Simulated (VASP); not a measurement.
CaB2: single point with PBEsol

Crystal: CaB2.

```xyz
3
Lattice="3.3166 0.0000 0.0000 -1.6583 2.8723 0.0000 0.0000 0.0000 4.0591" Properties=species:S:1:pos:R:3 pbc="T T T"
Ca    0.0000    0.0000    0.0000
B     0.0000    1.9148    2.0295
B     1.6583    0.9574    2.0295
```

This cell differs from its parent crystal: strained.

```
Program             : VASP 6.6.1
Task                : single point
Functional          : PBEsol
Potentials or basis : VASP PAW PBE potentials, release 64 (Ca_sv, B)
Cutoff              : 520 eV
k mesh              : 15 × 15 × 10
Occupations         : gaussian, width 0.1 eV
Spin                : no spin polarisation
```

```json
{"Pressure": "-8.7 GPa", "Band gap on the k mesh": "zero (band 8 reaches 4.98 eV, above the bottom of band 9 at 3.42 eV)"}
```

Stress tensor (GPa, compression positive):
```
-11.29   0.00   0.00
  0.00 -11.29   0.00
  0.00   0.00  -3.66
```

Levels at points of the mesh, in eV from the Fermi level:
| k point | band 6 | band 7 | band 8 | band 9 | band 10 | band 11 |
| --- | --- | --- | --- | --- | --- | --- |
| (0.00, 0.00, 0.00) | -1.54 | 0.25 | 0.25 | 0.57 | 5.50 | 5.50 |
| (0.00, 0.00, 0.50) | -4.50 | 0.83 | 0.83 | 3.74 | 4.00 | 4.00 |

It took 100 s on 1 thread of Intel(R) Xeon(R) Platinum 8488C (Sapphire Rapids), on a shared host, peak memory 0.23 GiB.

Caveat: the cell differs from its parent crystal (strained); the PAW data sets were made with another functional, which shifts forces and pressure a little.
